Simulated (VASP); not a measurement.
Write the native input for VASP 6.6.1 that does the following.

```
Task                   : relaxation of cell and atoms
Functional             : PBE
Potentials or basis    : VASP PAW PBE potentials, release 64 (Al, Ga_d, N)
Cutoff                 : 600 eV
k mesh                 : 12 × 12 × 4
Occupations            : gaussian, width 0.02 eV
Spin                   : no spin polarisation
Dipole correction      : no
Further INCAR settings : ALGO = Normal; EDIFF = 1e-07; IBRION = 2; EDIFFG = -0.01; NSW = 100; ISIF = 3
```

The structure of AlGa2N3 lies in POSCAR:

```
AlGa2N3
1.0
    2.9717150732      0.0000000000      0.0000000000
   -1.4858575366      2.5735807462      0.0000000000
    0.0000000000      0.0000000000      7.2846909605
Al Ga N
1 2 3
Direct
    0.0000000000      0.0000000000      0.0000000000
    0.3333333333      0.6666666667      0.6699740141
    0.6666666667      0.3333333333      0.3300259859
    0.6666666667      0.3333333333      0.8425489412
    0.0000000000      0.0000000000      0.5000000000
    0.3333333333      0.6666666667      0.1574510588
```

One way to write it, as run:

INCAR

```
ALGO     = Normal         # electronic algorithm
EDIFF    = 1E-7           # SCF threshold, eV
EDIFFG   = -0.01          # ionic threshold
ENCUT    = 600            # plane-wave cutoff, eV
GGA      = PE             # functional
IBRION   = 2              # ionic algorithm
ISIF     = 3              # what is computed and relaxed
ISMEAR   = 0              # smearing method
LASPH    = True           # aspherical terms in the spheres
LCHARG   = False          # write CHGCAR
LREAL    = False          # projectors in reciprocal space
LWAVE    = False          # write WAVECAR
NELM     = 60             # most SCF steps
NSW      = 100            # ionic steps
PREC     = Accurate       # precision mode
SIGMA    = 0.02           # smearing width, eV
```

KPOINTS

```
k-points
0
Gamma
  12 12 4
```

Potentials or basis: VASP PAW PBE potentials, release 64 (Al, Ga_d, N).

Launch:

```bash
$ cat potpaw_PBE.64/Al/POTCAR potpaw_PBE.64/Ga_d/POTCAR potpaw_PBE.64/N/POTCAR > POTCAR
$ mpirun -np 1 vasp_std > vasp.out
```

It gave:

```json
{
 "Relaxed volume": "9.30 Å³/atom",
 "Relaxed cell": "a = 2.973 Å, b = 2.973 Å, c = 7.290 Å, α = 90.00°, β = 90.00°, γ = 120.00°",
 "Space group after relaxing (to 0.1 Å)": "P-3m1 (No. 164)",
 "Energy gained by relaxing": "0.0 meV/atom",
 "Ionic steps": "4",
 "Pressure after relaxing": "0.0 GPa",
 "Band gap on the k mesh": "1.46 eV (least direct gap 2.41 eV)"
}
```

Run time: 2.9 min on 1 thread of AMD EPYC 9R45 96-Core Processor (Zen 5), on a shared host, peak memory 0.23 GiB.
